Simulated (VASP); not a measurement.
As: single point with PBEsol

As:

```
As
1.0
     2.93340    0.00000    0.00000
    -1.46670    2.54040    0.00000
     0.00000    0.00000    9.88728
As
4
Cartesian
  0.0000 0.0000 9.8873
  0.0000 0.0000 4.9436
  0.0000 1.6936 2.4718
  1.4667 0.8468 7.4155
```

| Item | Value |
| --- | --- |
| Program | VASP 6.6.1 |
| Task | single point |
| Functional | PBEsol |
| Potentials or basis | VASP PAW PBE potentials, release 64 (As) |
| Cutoff | 520 eV |
| k mesh | 14 × 14 × 4 |
| Occupations | fermi-dirac, width 0.1 eV |
| Spin | no spin polarisation |

* Pressure: 0.0 GPa
* Band gap on the k mesh: zero (band 10 reaches 12.07 eV, above the bottom of band 11 at 4.07 eV)

Stress tensor (GPa, compression positive):
```
-0.28  0.00  0.00
 0.00 -0.28  0.00
 0.00  0.00  0.67
```

Levels at points of the mesh, in eV from the Fermi level:
```tsv
k point	band 8	band 9	band 10	band 11	band 12	band 13
(0.00, 0.00, 0.00)	4.54	4.54	5.22	5.22	5.30	5.30
(0.50, 0.00, 0.00)	-4.29	-2.16	-1.25	0.80	1.88	2.08
(0.00, 0.00, 0.50)	2.78	4.74	4.74	4.74	4.74	5.87
(0.50, 0.00, 0.50)	-5.39	-0.58	-0.58	1.13	1.13	1.13
```

Wall time 24 s on 1 thread of Intel(R) Xeon(R) 6975P-C (Granite Rapids), on a shared host, peak memory 0.23 GiB.

Caveat: the PAW data sets were made with another functional, which shifts forces and pressure a little.
